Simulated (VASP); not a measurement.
Set up this calculation in VASP 6.6.1, as the native input.

- Task: single point
- Functional: PBEsol
- Potentials or basis: VASP PAW PBE potentials, release 64 (B, N)
- Cutoff: 520 eV
- k mesh: 4 × 4 × 4, shifted
- Occupations: gaussian, width 0.1 eV
- Spin: no spin polarisation
- Dipole correction: no
- Further INCAR settings: LREAL = Auto; ALGO = Normal; EDIFF = 1e-07; NBANDS = 46; ISYM = 0

The structure of BN lies in POSCAR:

```
BN
1.0
    1.2769698009     -2.2117765748     -4.2268550000
    1.2769698009     -2.2117765748      4.2268550000
   -5.1078792034     -0.0000000001      0.0000000000
B N
8 8
Direct
    0.8334713333      0.8331953333      0.1666666667
    0.3334713333      0.3331953333      0.1666666667
    0.8334713333      0.8331953333      0.6666666667
    0.3334713333      0.3331953333      0.6666666667
    0.9168046667      0.4165286667      0.3333333333
    0.4168046667      0.9165286667      0.3333333333
    0.9168046667      0.4165286667      0.8333333333
    0.4168046667      0.9165286667      0.8333333333
    0.0206953333      0.6459713333      0.1666666667
    0.5206953333      0.1459713333      0.1666666667
    0.0206953333      0.6459713333      0.6666666667
    0.5206953333      0.1459713333      0.6666666667
    0.1040286667      0.2293046667      0.3333333333
    0.6040286667      0.7293046667      0.3333333333
    0.1040286667      0.2293046667      0.8333333333
    0.6040286667      0.7293046667      0.8333333333
```

These files were run (other wordings do the same):

INCAR

```
PREC     = Accurate       # precision mode
ENCUT    = 520            # plane-wave cutoff, eV
EDIFF    = 1E-7           # SCF threshold, eV
ISMEAR   = 0              # smearing method
SIGMA    = 0.1            # smearing width, eV
LREAL    = Auto         
LASPH    = True           # aspherical terms in the spheres
NELM     = 60             # most SCF steps
ALGO     = Normal         # electronic algorithm
ISIF     = 2              # what is computed and relaxed
LWAVE    = False          # write WAVECAR
LCHARG   = False          # write CHGCAR
GGA      = PS             # functional
NBANDS   = 46             # bands
ISYM     = 0
```

KPOINTS

```
Automatic mesh
0
Gamma
  4 4 4
  0.5 0.5 0.5
```

Potentials or basis: VASP PAW PBE potentials, release 64 (B, N).

Launch:

```sh
$ cat potpaw_PBE.64/B/POTCAR potpaw_PBE.64/N/POTCAR > POTCAR
$ mpirun -np 1 vasp_std > vasp.out
```

Results of the run:

```yaml
Pressure: -5.4 GPa
Largest_force: 0.010 eV/Å
Band_gap_on_the_k_mesh: 5.24 eV
```

Caveat: the cell stands under tension; the PAW data sets were made with another functional, which shifts forces and pressure a little; a shifted mesh leaves out Γ, where band edges can lie.

It took 3.1 min on 1 thread of Intel(R) Xeon(R) Platinum 8559C (Emerald Rapids) (shared host), peak memory 0.26 GiB.
